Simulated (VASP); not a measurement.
Wanted: the native input for a VASP 6.6.1 run.

```
Task                   : single point
Functional             : PBEsol
Potentials or basis    : VASP PAW PBE potentials, release 64 (Cs_sv, I, Sn_d)
Cutoff                 : 520 eV
k mesh                 : 5 × 5 × 5
Occupations            : fermi-dirac, width 0.05 eV
Spin                   : no spin polarisation
Dipole correction      : no
Further INCAR settings : ALGO = Normal; EDIFF = 1e-06; NBANDS = 30
```

The structure of CsSnI3 lies in POSCAR:

```
CsSnI3
1.0
    6.0790175149      0.0000000000      0.0000000000
    0.0000000000      6.0790175149      0.0000000000
    0.0000000000      0.0000000000      6.0790175149
Cs I Sn
1 3 1
Direct
    0.0000000000      0.0000000000      0.0000000000
    0.5000000000      0.5000000000      0.0000000000
    0.5000000000      0.0000000000      0.5000000000
    0.0000000000      0.5000000000      0.5000000000
    0.5000000000      0.5000000000      0.5000000000
```

This cell differs from its parent crystal: volume scaled by 0.94.

One way to write it, as run:

INCAR

```
PREC = Accurate ; ENCUT = 520
EDIFF = 1E-6 ; ISMEAR = -1
SIGMA = 0.05 ; LREAL = False
LASPH = True ; NELM = 80
ALGO = Normal ; ISIF = 2
LWAVE = False ; LCHARG = True
GGA = PS ; LELF = True
LVHAR = True ; NBANDS = 30
```

KPOINTS

```
regular mesh
0
Gamma
  5 5 5
```

Potentials or basis: VASP PAW PBE potentials, release 64 (Cs_sv, I, Sn_d).

Run with:

```sh
$ cat potpaw_PBE.64/Cs_sv/POTCAR potpaw_PBE.64/I/POTCAR potpaw_PBE.64/Sn_d/POTCAR > POTCAR
$ mpirun -np 1 vasp_std > vasp.out
```

Results of the run:

| Quantity | Value |
| --- | --- |
| Pressure | 0.4 GPa |
| Band gap on the k mesh | 1.67 eV, direct |

Caveat: the PAW data sets were made with another functional, which shifts forces and pressure a little; spin-orbit coupling is left out, which moves the levels of the heavy elements.

Run time: 66 s on 1 thread of Intel(R) Xeon(R) Platinum 8375C CPU @ 2.90GHz (Ice Lake), on a shared host, peak memory 0.34 GiB.
